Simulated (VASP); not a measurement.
# GaN (F-43m) in VASP: settings compared

GaN is run at these levels: revPBE+D3(BJ), BLYP+D4; tasks: single point.

Everything below comes from runs of VASP 6.6.1. Logs are shortened: lines on timing, memory, paths and dates and some standing lists are left out, and cuts for length are marked.

## (1) The cell of the first run

The structure is cubic, space group F-43m (No. 216). Conventional cell: a = 4.537 Å, b = 4.537 Å, c = 4.537 Å, α = 90.00°, β = 90.00°, γ = 90.00°. Within 2.6 Å of Ga (site symmetry -43m) lie 4 N at 1.96 Å. Within 2.6 Å of N (site symmetry -43m) lie 4 Ga at 1.96 Å.

## (2) Single point, revPBE+D3(BJ)

File INCAR:

```
  PREC = Accurate
  ENCUT = 520
  EDIFF = 1E-7
  ISMEAR = -1
  SIGMA = 0.05
  LREAL = F
  LASPH = T
  NELM = 100
  ALGO = Normal
  ISIF = 2
  LWAVE = F
  LCHARG = F
  GGA = RE
  IVDW = 12
  NBANDS = 16
```

File KPOINTS:

```
Automatic mesh
0
Gamma
  10 10 10
```

File POSCAR:

```
GaN
1.0
    0.0000000000      2.2684248875      2.2684248875
    2.2684248875      0.0000000000      2.2684248875
    2.2684248875      2.2684248875      0.0000000000
Ga N
1 1
Direct
    0.0000000000      0.0000000000      0.0000000000
    0.2500000000      0.2500000000      0.2500000000
```

Potentials or basis: VASP PAW PBE potentials, release 64 (Ga_d, N).

Run with:

```
$ cat potpaw_PBE.64/Ga_d/POTCAR potpaw_PBE.64/N/POTCAR > POTCAR
$ mpirun -np 1 vasp_std > vasp.out
```

OUTCAR:

```text
PREC = Accurate
   ENCUT = 520
   EDIFF = 1E-7
   ISMEAR = -1
   LREAL = F
   LASPH = T
   NELM = 100
   ISIF = 2
   GGA = RE
   IVDW = 12
 IVDW          = 12

 ion  position               nearest neighbor table
   1  0.000  0.000  0.000-   2 1.96   2 1.96   2 1.96   2 1.96
   2  0.250  0.250  0.250-   1 1.96   1 1.96   1 1.96   1 1.96

  LATTYP: Found a face centered cubic cell.
 ALAT       =     4.5368497750

  Lattice vectors:

 A1 = (   0.0000000000,   2.2684248875,   2.2684248875)
 A2 = (   2.2684248875,   0.0000000000,   2.2684248875)
 A3 = (   2.2684248875,   2.2684248875,   0.0000000000)

Analysis of symmetry for initial positions (statically):
=====================================================================
 Subroutine PRICEL returns:
 Original cell was already a primitive cell.

 Routine SETGRP: Setting up the symmetry group for a
 face centered cubic supercell.

 Subroutine GETGRP returns: Found 24 space group operations
 (whereof 24 operations were pure point group operations)
 out of a pool of 48 trial point group operations.

The static configuration has the point symmetry T_d .

Analysis of symmetry for dynamics (positions and initial velocities):
=====================================================================
 Subroutine PRICEL returns:
 Original cell was already a primitive cell.

 Routine SETGRP: Setting up the symmetry group for a
 face centered cubic supercell.

 Subroutine GETGRP returns: Found 24 space group operations
 (whereof 24 operations were pure point group operations)
 out of a pool of 48 trial point group operations.

The dynamic configuration has the point symmetry T_d .

 Subroutine INISYM returns: Found 24 space group operations
 (whereof 24 operations are pure point group operations),
 and found     1 'primitive' translations

----------------------------------------------------------------------------------------

                                     Primitive cell

  volume of cell :      23.3455

  direct lattice vectors                    reciprocal lattice vectors
     0.000000000  2.268424888  2.268424888    -0.220417261  0.220417261  0.220417261
     2.268424888  0.000000000  2.268424888     0.220417261 -0.220417261  0.220417261
     2.268424888  2.268424888  0.000000000     0.220417261  0.220417261 -0.220417261

  length of vectors
     3.208037241  3.208037241  3.208037241     0.381773895  0.381773895  0.381773895

  position of ions in fractional coordinates (direct lattice)
     0.000000000  0.000000000  0.000000000
     0.250000000  0.250000000  0.250000000

  ion indices of the primitive-cell ions
   primitive index   ion index
                 1           1
                 2           2

----------------------------------------------------------------------------------------

 KPOINTS: Automatic mesh

Automatic generation of k-mesh.
 Grid dimensions read from file:
 generate k-points for:   10   10   10

 Generating k-lattice:

  Cartesian coordinates                     Fractional coordinates (reciprocal lattice)
    -0.022041726  0.022041726  0.022041726     0.100000000  0.000000000  0.000000000
     0.022041726 -0.022041726  0.022041726     0.000000000  0.100000000  0.000000000
     0.022041726  0.022041726 -0.022041726     0.000000000  0.000000000  0.100000000

  Length of vectors
     0.038177389  0.038177389  0.038177389

  Shift w.r.t. Gamma in fractional coordinates (k-lattice)
     0.000000000  0.000000000  0.000000000

 Subroutine IBZKPT returns following result:
 ===========================================

 Found     47 irreducible k-points:

 Following reciprocal coordinates:
            Coordinates               Weight
  0.000000  0.000000  0.000000      1.000000
  0.100000  0.000000  0.000000      8.000000
  0.200000  0.000000  0.000000      8.000000
  0.300000  0.000000  0.000000      8.000000
  0.400000  0.000000  0.000000      8.000000
  0.500000  0.000000  0.000000      4.000000
[... 16 lines left out ...]
  0.300000  0.300000  0.000000      6.000000
  0.400000  0.300000  0.000000     24.000000
 [... further k-points ...]
   k-points           NKPTS =     47   k-points in BZ     NKDIM =     47   number of bands    NBANDS=     16
   number of dos      NEDOS =    301   number of ions     NIONS =      2
   total plane-waves  NPLWV =  13824
   dimension x,y,z NGX =    24 NGY =   24 NGZ =   24
   dimension x,y,z NGXF=    48 NGYF=   48 NGZF=   48
   ions per type =               1   1
   NGX,Y,Z   is equivalent  to a cutoff of  12.44, 12.44, 12.44 a.u.
   NGXF,Y,Z  is equivalent  to a cutoff of  24.87, 24.87, 24.87 a.u.
 SYSTEM =  unknown system
   PREC   = accura    normal or accurate (medium, high low for compatibility)
   ISTART =      0    job   : 0-new  1-cont  2-samecut
   ICHARG =      2    charge: 1-file 2-atom 10-const
   ISPIN  =      1    spin polarized calculation?
   LNONCOLLINEAR =      F non collinear calculations
   LSORBIT =      F    spin-orbit coupling
   LASPH  =      T    aspherical Exc in radial PAW
   ENCUT  =  520.0 eV  38.22 Ry    6.18 a.u.   5.96  5.96  5.96*2*pi/ulx,y,z
   NELM   =    100;   NELMIN=  2; NELMDL= -5     # of ELM steps
   EDIFF  = 0.1E-06   stopping-criterion for ELM
   LREAL  =      F    real-space projection
   EDIFFG = 0.1E-05   stopping-criterion for IOM
   NSW    =      0    number of steps for IOM
   IBRION =     -1    ionic relax: 0-MD 1-quasi-New 2-CG
   NFREE  =      0    steps in history (QN), initial steepest desc. (CG)
   ISIF   =      2    stress and relaxation
   ISYM   =      2    0-nonsym 1-usesym 2-fastsym
   POTIM  = 0.5000    time-step for ionic-motion
   TEBEG  =    0.0;   TEEND  =   0.0 temperature during run
   PSTRESS=    0.0 pullay stress
   NELECT =      18.0000    total number of electrons
   NUPDOWN=      -1.0000    fix difference up-down
   EMIN   =  10.00;   EMAX   =-10.00  energy-range for DOS
   EFERMI =   0.00;   METHOD = LEGACY
   ISMEAR =    -1;   SIGMA  =   0.05  broadening in eV -4-tet -1-fermi 0-gaus
   EFERMI_NEDOS =   21; number of points for ismear=-14 and -15
   IALGO  =     38    algorithm
   IMIX   =      4    mixing-type and parameters
     AMIX     =   0.40;   BMIX     =  1.00
     AMIX_MAG =   1.60;   BMIX_MAG =  1.00
  volume/ion in A,a.u.               =      11.67        78.77
  Fermi-wavevector in a.u.,A,eV,Ry     =   1.501175  2.836809 30.661079  2.253526
  Thomas-Fermi vector in A             =   2.612580
   LORBIT       =      0    0 simple, 1 ext, 2 COOP (PROOUT), +10 PAW based schemes
   GGA     = RE    functional components
   LHFCALC =     F    Hartree Fock is set to
   AEXX    =    0.0000 exact exchange contribution
   IVDW    =    12    specifies the selected vdW correction
   LEPSILON=     F    determine dielectric tensor
   LRPA    =     F    only Hartree local field effects (RPA)
 non-spin polarized calculation
  energy-cutoff  :      520.00
  volume of cell :       23.35
 maximum number of plane-waves:       639
   NGX = 11   NGY = 11   NGZ = 11

 number of electron      17.9999989 magnetization

 Free energy of the ion-electron system (eV)
  ---------------------------------------------------
  ext. energy  EPLUGINS =         0.00000000
  ---------------------------------------------------
  free energy    TOTEN  =       -11.45447856 eV

  energy without entropy =      -11.45447856  energy(sigma->0) =      -11.45447856

 E-fermi :   6.0312     XC(G=0): -11.4170

 val. band max:        5.1683368417   @ k =   0.0000   0.0000   0.0000
 cond. band min:       6.8038656514   @ k =   0.0000   0.0000   0.0000
 fundamental gap:      1.6355288097
 Fermi energy:         6.0311919614

 k-point     1 :       0.0000    0.0000    0.0000
  band No.  band energies     occupation
      1     -10.6282      2.00000
      2      -8.2631      2.00000
      3      -8.2631      2.00000
      4      -8.2631      2.00000
      5      -7.9633      2.00000
      6      -7.9633      2.00000
[... 8 lines left out ...]
     15      23.9399      0.00000
     16      23.9399      0.00000

 k-point     2 :       0.1000    0.0000    0.0000
  band No.  band energies     occupation
      1     -10.5239      2.00000
      2      -8.2503      2.00000
      3      -8.2503      2.00000
      4      -8.2224      2.00000
      5      -7.9645      2.00000
      6      -7.9645      2.00000
[... 8 lines left out ...]
     15      22.6247      0.00000
     16      22.6703      0.00000

 k-point     3 :       0.2000    0.0000    0.0000
  band No.  band energies     occupation
      1     -10.2638      2.00000
      2      -8.2206      2.00000
      3      -8.2206      2.00000
      4      -8.0551      2.00000
      5      -7.9632      2.00000
      6      -7.9632      2.00000
[... 8 lines left out ...]
     15      21.8607      0.00000
     16      21.8607      0.00000

 k-point     4 :       0.3000    0.0000    0.0000
  band No.  band energies     occupation
      1      -9.9929      2.00000
      2      -8.1942      2.00000
      3      -8.1942      2.00000
      4      -7.9504      2.00000
      5      -7.9504      2.00000
      6      -7.6596      2.00000
[... 8 lines left out ...]
     15      22.3236      0.00000
     16      22.3236      0.00000

 k-point     5 :       0.4000    0.0000    0.0000
  band No.  band energies     occupation
      1      -9.8341      2.00000
      2      -8.1827      2.00000
      3      -8.1827      2.00000
      4      -7.9293      2.00000
      5      -7.9293      2.00000
      6      -7.0724      2.00000
[... 8 lines left out ...]
     15      23.6865      0.00000
     16      23.6865      0.00000

 k-point     6 :       0.5000    0.0000    0.0000
  band No.  band energies     occupation
      1      -9.7886      2.00000
      2      -8.1806      2.00000
      3      -8.1806      2.00000
      4      -7.9188      2.00000
      5      -7.9188      2.00000
      6      -6.7348      2.00000
[... 8 lines left out ...]
     15      24.6651      0.00000
     16      24.6651      0.00000

 k-point     7 :       0.1000    0.1000    0.0000
  band No.  band energies     occupation
      1     -10.4896      2.00000
      2      -8.2388      2.00000
      3      -8.2388      2.00000
      4      -8.2239      2.00000
      5      -7.9726      2.00000
      6      -7.9564      2.00000
[... 8 lines left out ...]
     15      24.0109      0.00000
     16      24.6272      0.00000

 k-point     8 :       0.2000    0.1000    0.0000
  band No.  band energies     occupation
      1     -10.2830      2.00000
      2      -8.2189      2.00000
      3      -8.2079      2.00000
      4      -8.1111      2.00000
      5      -7.9681      2.00000
      6      -7.9495      2.00000
[... 8 lines left out ...]
     15      23.6816      0.00000
     16      23.7746      0.00000

 k-point     9 :       0.3000    0.1000    0.0000
  band No.  band energies     occupation
      1     -10.0209      2.00000
      2      -8.1954      2.00000
      3      -8.1777      2.00000
      4      -8.0040      2.00000
      5      -7.9375      2.00000
      6      -7.7415      2.00000
[... 8 lines left out ...]
     15      22.8481      0.00000
     16      23.7341      0.00000
[... 172 lines left out ...]
 k-point    19 :       0.5000    0.2000    0.0000
  band No.  band energies     occupation
      1      -9.7195      2.00000
      2      -8.1643      2.00000
      3      -8.1080      2.00000
      4      -8.0004      2.00000
      5      -7.9151      2.00000
      6      -6.6266      2.00000
[... 8 lines left out ...]
     15      25.2738      0.00000
     16      25.6173      0.00000

 k-point    20 :      -0.4000    0.2000    0.0000
  band No.  band energies     occupation
      1      -9.7129      2.00000
      2      -8.1692      2.00000
      3      -8.1137      2.00000
      4      -7.9722      2.00000
      5      -7.9376      2.00000
      6      -6.5093      2.00000
[... 8 lines left out ...]
     15      23.6719      0.00000
     16      25.2895      0.00000

 k-point    21 :      -0.3000    0.2000    0.0000
  band No.  band energies     occupation
      1      -9.7711      2.00000
      2      -8.1710      2.00000
      3      -8.1308      2.00000
      4      -7.9689      2.00000
      5      -7.9643      2.00000
      6      -6.9461      2.00000
[... 8 lines left out ...]
     15      22.3542      0.00000
     16      25.6136      0.00000

 k-point    22 :      -0.2000    0.2000    0.0000
  band No.  band energies     occupation
      1      -9.9102      2.00000
      2      -8.1782      2.00000
      3      -8.1654      2.00000
      4      -7.9836      2.00000
      5      -7.9711      2.00000
      6      -7.4910      2.00000
[... 8 lines left out ...]
     15      22.4304      0.00000
     16      25.5615      0.00000

 k-point    23 :       0.3000    0.3000    0.0000
  band No.  band energies     occupation
      1      -9.8317      2.00000
      2      -8.1177      2.00000
      3      -8.0847      2.00000
      4      -8.0847      2.00000
      5      -7.9159      2.00000
      6      -7.4714      2.00000
[... 8 lines left out ...]
     15      27.0144      0.00000
     16      27.3569      0.00000

 k-point    24 :       0.4000    0.3000    0.0000
  band No.  band energies     occupation
      1      -9.7276      2.00000
      2      -8.1365      2.00000
      3      -8.0522      2.00000
      4      -8.0521      2.00000
      5      -7.9064      2.00000
      6      -7.0286      2.00000
[... 8 lines left out ...]
     15      27.2107      0.00000
     16      27.4032      0.00000

 [... further k-points ...]

------------------------ aborting loop because EDIFF is reached ----------------------------------------

 Edisp (eV)   -0.96228

 E8    (eV) :    -0.6475

  FORCE on cell =-STRESS in cart. coord.  units (eV):
  Direction    XX          YY          ZZ          XY          YZ          ZX
  --------------------------------------------------------------------------------------
  -------------------------------------------------------------------------------------
  Total      -0.42759    -0.42759    -0.42759     0.00000    -0.00000     0.00000
  in kB     -29.34515   -29.34515   -29.34515     0.00000    -0.00000     0.00000
  external pressure =      -29.35 kB  Pullay stress =        0.00 kB

 VOLUME and BASIS-vectors are now :
 -----------------------------------------------------------------------------
  energy-cutoff  :      520.00
  volume of cell :       23.35
      direct lattice vectors                 reciprocal lattice vectors
     0.000000000  2.268424888  2.268424888    -0.220417261  0.220417261  0.220417261
     2.268424888  0.000000000  2.268424888     0.220417261 -0.220417261  0.220417261
     2.268424888  2.268424888  0.000000000     0.220417261  0.220417261 -0.220417261

 POSITION                                       TOTAL-FORCE (eV/Angst)
 -----------------------------------------------------------------------------------
      0.00000      0.00000      0.00000         0.000000      0.000000      0.000000
      1.13421      1.13421      1.13421        -0.000000     -0.000000     -0.000000
 -----------------------------------------------------------------------------------
    total drift:                                0.000001      0.000001      0.000001

  FREE ENERGIE OF THE ION-ELECTRON SYSTEM (eV)
  ---------------------------------------------------
  free  energy   TOTEN  =       -12.4167594319 eV

  energy  without entropy=      -12.4167594312  energy(sigma->0) =      -12.41675943
```

Run time: 46 s. Hardware: 1 thread of AMD EPYC 7R13, shared host; peak memory 0.13 GiB.

Results:

- Free energy: -12.4168 eV
- Pressure: -2.9 GPa
- Band gap on the k mesh: 1.64 eV, direct
- Dispersion energy per atom: -0.481 eV

Levels at points of the mesh, in eV from the valence-band top:
```
           k point  band 6  band 7  band 8  band 9  band 10  band 11  band 12  band 13
(0.00, 0.00, 0.00)  -13.13    0.00    0.00    0.00     1.64    10.23    10.23    10.23
(0.50, 0.00, 0.00)  -11.90   -6.88   -0.94   -0.94     4.56     8.69    10.31    10.31
(0.50, 0.50, 0.00)  -11.48   -6.02   -2.62   -2.62     3.39     6.61    11.67    13.83
```

Caveat: the PAW data sets were made with another functional, which shifts forces and pressure a little. Expect the measured gap to be larger: semilocal functionals such as revPBE lack the derivative discontinuity.

[end of part 1 of 2]
